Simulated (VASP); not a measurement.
SnO2:

```
Sn O
1.0
     5.17526    0.00000    0.00000
     0.00000    5.17526    0.00000
     0.00000    0.00000    5.17526
Sn O
4 8
Direct
  0.00000 0.00000 0.00000
  0.50000 0.00000 0.50000
  0.50000 0.50000 0.00000
  0.00000 0.50000 0.50000
  0.66110 0.83890 0.16110
  0.83890 0.16110 0.66110
  0.16110 0.66110 0.83890
  0.33890 0.33890 0.33890
  0.66110 0.66110 0.66110
  0.83890 0.33890 0.16110
  0.16110 0.83890 0.33890
  0.33890 0.16110 0.83890
```

Base run:

* Program: VASP 6.6.1
* Functional: r2SCAN
* Potentials or basis: VASP PAW PBE potentials, release 64 (Sn_d, O)
* Cutoff: 520 eV
* k mesh: 4 × 4 × 4
* Occupations: fermi-dirac, width 0.05 eV
* Spin: no spin polarisation

Its results: band gap on the k mesh 1.15 eV, indirect (least direct gap 1.20 eV); pressure -8.1 GPa; largest force 0.011 eV/Å.

Q: After a change of settings the same cell gave: band gap on the k mesh 0.61 eV, indirect (least direct gap 0.67 eV); pressure 3.1 GPa; largest force 0.013 eV/Å. Which change was it?
A. functional from r2SCAN to RPBE; further incar settings from ALGO = Normal; EDIFF = 1e-06; NBANDS = 64 to ALGO = Normal; EDIFF = 1e-07; NBANDS = 64
B. functional from r2SCAN to BLYP; further incar settings from ALGO = Normal; EDIFF = 1e-06; NBANDS = 64 to ALGO = Normal; EDIFF = 1e-07; NBANDS = 64
C. functional from r2SCAN to PBEsol
D. functional from r2SCAN to revPBE

A: D.

r2SCAN gives the wider gap, since meta-GGAs in the generalised Kohn-Sham scheme recover part of the derivative discontinuity.

Caveats: the PAW data sets were made with another functional, which shifts forces and pressure a little; spin-orbit coupling is left out, which moves the levels of the heavy elements.
